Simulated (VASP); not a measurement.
KZrN:

```xyz
3
Lattice="4.2601 0.0000 0.0000 -2.1300 3.6893 0.0000 0.0000 0.0000 4.2514" Properties=species:S:1:pos:R:3 pbc="T T T"
K     0.0000    2.4595    2.1257
Zr    2.1300    1.2298    0.0000
N     0.0000    0.0000    2.1257
```

The cell was generated, and may not be a known phase.

| Quantity | Value |
| --- | --- |
| Program | VASP 6.6.1 |
| Task | relaxation of cell and atoms |
| Functional | PBE |
| Potentials or basis | VASP PAW PBE potentials, release 64 (K_sv, Zr_sv, N) |
| Cutoff | 600 eV |
| k mesh | 6 × 6 × 4 |
| Occupations | gaussian, width 0.1 eV |
| Spin | no spin polarisation |

At the start: pressure -5.8 GPa; volume 22.27 Å³/atom.

**Question.** Where does the relaxation end?

**Answer.** Over 7 steps the energy falls by 145.9 meV/atom and the volume is 18.03 Å³/atom (-19.1 %); space group P-6m2 (No. 187, to 0.1 Å) before and after.

Step by step:
| step | energy change (eV) | largest force (eV/Å) | pressure (GPa) | volume (Å³) |
| --- | --- | --- | --- | --- |
| 1 | 0.0000 | 0.0000 | -5.84 | 66.82 |
| 2 | -0.2635 | 0.0000 | -2.23 | 59.24 |
| 3 | -0.3283 | 0.0000 | 1.14 | 55.09 |
| 4 | -0.3313 | 0.0000 | 2.11 | 54.13 |
| 5 | -0.4302 | 0.0000 | 1.33 | 52.98 |
| 6 | -0.4337 | 0.0000 | 1.28 | 52.70 |
| 7 | -0.4378 | 0.0000 | -0.24 | 54.08 |

Final structure:
```yaml
crystal:
  lattice:
    - [4.19054, 0.00000, 0.00000]
    - [-2.09527, 3.62911, 0.00000]
    - [0.00000, 0.00000, 3.55571]
  atoms:
    - { symbol: K, position: [0.33333, 0.66667, 0.50000] }
    - { symbol: Zr, position: [0.66667, 0.33333, 0.00000] }
    - { symbol: N, position: [0.00000, 0.00000, 0.50000] }
```

Caveat: the k points lie up to 0.44 Å⁻¹ apart in the final cell, too coarse for converged energies and pressures of a metal; the volume moved by over 15 % at a fixed basis, so the end points are rough.
